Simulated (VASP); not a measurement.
Write the native input for VASP 6.6.1 that does the following.

- Task: single point
- Functional: PBE
- Potentials or basis: VASP PAW PBE potentials, release 64 (Ta_pv, N)
- Cutoff: 520 eV
- k mesh: 18 × 18 × 18
- Occupations: gaussian, width 0.15 eV
- Spin: no spin polarisation
- Dipole correction: no
- Further INCAR settings: ALGO = Normal; EDIFF = 1e-07; NBANDS = 15

The structure of TaN lies in POSCAR:

```
TaN
1.0
    0.0000000000      2.1790000000      2.1790000000
    2.1790000000      0.0000000000      2.1790000000
    2.1790000000      2.1790000000      0.0000000000
Ta N
1 1
Direct
    0.5000000000      0.5000000000      0.5000000000
    0.0114731528      0.0114731528     -0.0114731528
```

This cell differs from its parent crystal: all N atoms moved -0.050 Å, as atom 2 towards its neighbour atom 1 (Ta) at 2.179 Å.

One way to write it, as run:

INCAR

```
SYSTEM = TaN
PREC = Accurate
ENCUT = 520
EDIFF = 1E-7
ISMEAR = 0
SIGMA = 0.15
LREAL = .FALSE.
LASPH = .TRUE.
NELM = 100
ALGO = Normal
ISIF = 2
LWAVE = .FALSE.
LCHARG = .FALSE.
GGA = PE
NBANDS = 15
```

KPOINTS

```
Automatic mesh
0
G
  18 18 18
  0 0 0
```

Potentials or basis: VASP PAW PBE potentials, release 64 (Ta_pv, N).

The run is started by

```console
$ cat potpaw_PBE.64/Ta_pv/POTCAR potpaw_PBE.64/N/POTCAR > POTCAR
$ mpirun -np 1 vasp_std > vasp.out
```

Results of the run:

| Item | Value |
| --- | --- |
| Pressure | 16.0 GPa |
| Largest force | 0.461 eV/Å |
| Band gap on the k mesh | zero (band 8 reaches 11.83 eV, above the bottom of band 9 at 7.76 eV) |

Caveat: the cell differs from its parent crystal (all N atoms moved -0.050 Å, as atom 2 towards its neighbour atom 1 (Ta) at 2.179 Å); spin-orbit coupling is left out, which moves the levels of the heavy elements.

Run time: 73 s on 1 thread of Intel(R) Xeon(R) Platinum 8375C CPU @ 2.90GHz (Ice Lake) (shared host), peak memory 0.27 GiB.
